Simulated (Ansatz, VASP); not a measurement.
**B in VASP and in Ansatz**

```
CELL_PARAMETERS angstrom
1.67357 0.00000 0.00000
-0.83679 1.44936 0.00000
0.00000 0.00000 3.57379
ATOMIC_POSITIONS crystal
B 0.00000 0.00000 0.00000
```

Alike in both runs: task single point; functional LDA; k mesh 19 × 19 × 8; no spin polarisation.

|  | VASP | Ansatz |
| --- | --- | --- |
| version | VASP 6.6.1 | Ansatz 0.2.0 |
| potentials or method | VASP PAW LDA potentials, release 64 (B), cutoff 520 eV | plane waves, PAW |
| occupations | methfessel-paxton of order 1, width 0.3 eV | cold, width 0.3 eV |
| valence electrons in the cell | 3 | 3 |

|  | VASP | Ansatz | Ansatz less VASP |
| --- | --- | --- | --- |
| pressure (GPa) | 7.3 | 7.3 | -0.05 |
| traceless stress, the component that is largest in VASP (GPa) | -7.47 | -7.27 | +0.201 |

LDA's correlation is that of Perdew and Zunger in VASP and of Perdew and Wang (1992) in Ansatz.
